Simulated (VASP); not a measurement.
Here is a VASP 6.6.1 calculation.

File POSCAR:

```
GaSb
1.0
    0.0000000000      3.0658788003      3.0658788003
    3.0658788003      0.0000000000      3.0658788003
    3.0658788003      3.0658788003      0.0000000000
Ga Sb
1 1
Direct
    0.0000000000      0.0000000000      0.0000000000
    0.2500000000      0.2500000000      0.2500000000
```

The input INCAR.step1:

```
SYSTEM = GaSb
  PREC = Accurate
  ENCUT = 520
  EDIFF = 1E-5
  ISMEAR = -1
  SIGMA = 0.02
  LREAL = .False.
  LASPH = .True.
  NELM = 100
  ALGO = Normal
  ISIF = 2
  LWAVE = .True.
  LCHARG = .False.
  NBANDS = 16
  GGA = PE
```

File INCAR.step2:

```
SYSTEM = GaSb
  PREC = Accurate
  ENCUT = 520
  EDIFF = 1E-6
  ISMEAR = -1
  SIGMA = 0.02
  LREAL = .False.
  LASPH = .True.
  NELM = 100
  ALGO = Normal
  ISIF = 2
  LWAVE = .False.
  LCHARG = .False.
  GGA = PE
  LHFCALC = .True.
  AEXX = 0.1
  HFSCREEN = 0.1
  PRECFOCK = Normal
  NBANDS = 16
  ISTART = 1
```

File KPOINTS:

```
regular mesh
0
Gamma
  4 4 4
  0 0 0
```

Potentials or basis: VASP PAW PBE potentials, release 64 (Ga_d, Sb).

The run is started by

```bash
$ cat potpaw_PBE.64/Ga_d/POTCAR potpaw_PBE.64/Sb/POTCAR > POTCAR
$ cp INCAR.step1 INCAR
$ mpirun -np 1 vasp_std > vasp.out
$ cp INCAR.step2 INCAR
$ mpirun -np 1 vasp_std > vasp.out
```

Estimate the pressure.

1.3 GPa.

Predict the band gap on the k mesh.

0.42 eV.

Caveat: the k points lie up to 0.44 Å⁻¹ apart; the PAW data sets were made with another functional, which shifts forces and pressure a little; spin-orbit coupling is left out, which moves the levels of the heavy elements. A k mesh can miss the band edges.
